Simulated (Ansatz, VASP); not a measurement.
Two plane-wave programs on BaHPb

```
Ba H Pb
1.0
     4.99442    0.00000    0.00000
     0.00000    4.99442    0.00000
     0.00000    0.00000    4.51913
Ba H Pb
1 1 1
Direct
  0.00000 0.00000 0.00000
  0.50000 0.50000 0.50000
  0.50000 0.50000 0.00000
```

Change from the starting cell: species swapped into the DyCoC type (P4/mmm, No. 123).

Alike in both runs: functional PBE; k mesh 10 × 10 × 10; occupations gaussian, width 0.1 eV; no spin polarisation.

Ansatz relaxed the structure, and its values are those at the end. VASP's run is a single point on that final structure, the one shown.

```csv
,VASP,Ansatz
version,VASP 6.6.1,Ansatz 0.2.0
potentials or method,"VASP PAW PBE potentials, release 64 (Ba_sv, H, Pb_d), cutoff 520 eV","scalar-relativistic, plane waves, PAW"
valence electrons in the cell,25,25
```

|  | VASP | Ansatz | Ansatz less VASP |
| --- | --- | --- | --- |
| gap on the k mesh at the Fermi level (eV) | none | none | - |
| pressure (GPa) | 0.1 | 0.0 | -0.08 |

A gap of «none» marks a metal or a gap that the smearing closes. The functional is the same, so the differences come from potentials, cutoffs and numerics.

Spin-orbit coupling is off throughout.
